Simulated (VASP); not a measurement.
Write the native input for VASP 6.6.1 that does the following.

```yaml
Task: relaxation of cell and atoms
Functional: revPBE
Dispersion: D3(BJ)
Potentials_or_basis: VASP PAW PBE potentials, release 64 (Ge_d)
Cutoff: 500 eV
k_mesh: 6 × 6 × 6
Occupations: gaussian, width 0.01 eV
Spin: no spin polarisation
Dipole_correction: no
Further_INCAR_settings: ALGO = Normal; EDIFF = 1e-07; IBRION = 2; EDIFFG = -0.01; NSW = 80; ISIF = 3
```

The structure of Ge lies in POSCAR:

```
Ge
1.0
    4.0006830000      0.0000000000      0.0000000000
    2.0003415000      3.4646931105      0.0000000000
    2.0003415000      1.1548977035      3.2665439909
Ge
2
Direct
    0.0000000000      0.0000000000      0.0000000000
    0.2500000000      0.2500000000      0.2500000000
```

These files were run (other wordings do the same):

INCAR

```
SYSTEM = Ge
PREC     = Accurate       ! precision mode
ENCUT    = 500            ! plane-wave cutoff, eV
EDIFF    = 1E-7           ! SCF threshold, eV
ISMEAR   = 0              ! smearing method
SIGMA    = 0.01           ! smearing width, eV
LREAL    = .FALSE.        ! projectors in reciprocal space
LASPH    = .TRUE.         ! aspherical terms in the spheres
NELM     = 120            ! most SCF steps
ALGO     = Normal         ! electronic algorithm
ISIF     = 3              ! what is computed and relaxed
LWAVE    = .FALSE.        ! write WAVECAR
LCHARG   = .FALSE.        ! write CHGCAR
GGA      = RE             ! functional
IVDW     = 12             ! dispersion correction
IBRION   = 2              ! ionic algorithm
NSW      = 80             ! ionic steps
EDIFFG   = -0.01          ! ionic threshold
GGA_COMPAT= .FALSE.      
NELMIN   = 4
```

KPOINTS

```
regular mesh
0
G
  6 6 6
  0 0 0
```

Potentials or basis: VASP PAW PBE potentials, release 64 (Ge_d).

Command:

```sh
$ cat potpaw_PBE.64/Ge_d/POTCAR > POTCAR
$ mpirun -np 1 vasp_std > vasp.out
```

Results of the run:

The relaxed volume is 22.78 Å³/atom. The relaxed cell is a = 4.009 Å, b = 4.009 Å, c = 4.009 Å, α = 60.00°, β = 60.00°, γ = 60.00° and the space group after relaxing (to 0.1 Å) is Fd-3m (No. 227). The energy gained by relaxing is 0.2 meV/atom. The ionic steps are 3. The pressure after relaxing is 0.0 GPa. The band gap on the k mesh is 0.06 eV and the dispersion energy per atom is -0.566 eV.

Caveat: the PAW data sets were made with another functional, which shifts forces and pressure a little.

Wall time 19 s on 1 thread of Intel(R) Xeon(R) 6975P-C (Granite Rapids), on a shared host, peak memory 0.17 GiB.
